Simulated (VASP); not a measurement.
**Ag: single point with PBE**

The system is Ag.

```xyz
2
Lattice="2.9300 0.0000 0.0000 -1.4650 2.5375 0.0000 0.0000 0.0000 4.7900" Properties=species:S:1:pos:R:3 pbc="T T T"
Ag    0.0000    1.6916    1.1975
Ag    1.4650    0.8458    3.5925
```

This isn't the form of Ag at room conditions, which is fcc.

```yaml
Program: VASP 6.6.1
Task: single point
Functional: PBE
Potentials_or_basis: VASP PAW PBE potentials, release 64 (Ag)
Cutoff: 520 eV
k_mesh: 14 × 14 × 8, shifted
Occupations: fermi-dirac, width 0.05 eV
Spin: no spin polarisation
Dipole_correction: no
Further_INCAR_settings: ALGO = Normal; EDIFF = 1e-06; NBANDS = 18; ISYM = 0
```

```json
{
  "Pressure": "0.2 GPa",
  "Band gap on the k mesh": "zero (bands 11 and 12 overlap by 6.83 eV)"
}
```

Stress tensor (GPa, compression positive):
```
-0.07  0.00  0.00
 0.00 -0.07  0.00
 0.00  0.00  0.77
```

Levels at points of the mesh, in eV from the Fermi level:
| k point | band 9 | band 10 | band 11 | band 12 | band 13 | band 14 |
| --- | --- | --- | --- | --- | --- | --- |
| (0.04, 0.04, 0.06) | -4.08 | -3.31 | -3.12 | -0.26 | 3.61 | 15.22 |

It took 26 min on 1 thread of Oxide Virtual Turin-like Processor, with other jobs on the host, peak memory 1.1 GiB.
